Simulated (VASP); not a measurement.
Write the native input for VASP 6.6.1 that does the following.

* Task: single point
* Functional: LDA
* Potentials or basis: VASP PAW LDA potentials, release 64 (Ti_sv, Al)
* Cutoff: 520 eV
* k mesh: 14 × 14 × 14
* Occupations: gaussian, width 0.1 eV
* Spin: no spin polarisation
* Dipole correction: no
* Further INCAR settings: ALGO = Fast; EDIFF = 1e-07; NBANDS = 18

The structure of TiAl3 lies in POSCAR:

```
TiAl3
1.0
   -1.8894437155      1.8894437155      4.2417943048
    1.8894437155     -1.8894437155      4.2417943048
    1.8894437155      1.8894437155     -4.2417943048
Ti Al
1 3
Direct
    0.0000000000      0.0000000000      0.0000000000
    0.5000000000      0.5000000000      0.0000000000
    0.7500000000      0.2500000000      0.5000000000
    0.2500000000      0.7500000000      0.5000000000
```

One way to write it, as run:

INCAR

```
PREC = Accurate
ENCUT = 520
EDIFF = 1E-7
ISMEAR = 0
SIGMA = 0.1
LREAL = F
LASPH = T
NELM = 60
ALGO = Fast
ISIF = 2
LWAVE = F
LCHARG = F
NBANDS = 18
```

KPOINTS

```
Automatic mesh
0
Gamma
  14 14 14
```

Potentials or basis: VASP PAW LDA potentials, release 64 (Ti_sv, Al).

Run with:

```sh
$ cat potpaw_LDA.64/Ti_sv/POTCAR potpaw_LDA.64/Al/POTCAR > POTCAR
$ mpirun -np 1 vasp_std > vasp.out
```

Results of the run:

The pressure is 0.2 GPa. The band gap on the k mesh is zero (an odd number of electrons rules out a gap without spin polarisation).

Run time: 27 min on 1 thread of Intel(R) Xeon(R) Platinum 8488C (Sapphire Rapids), on a shared host, peak memory 0.39 GiB.
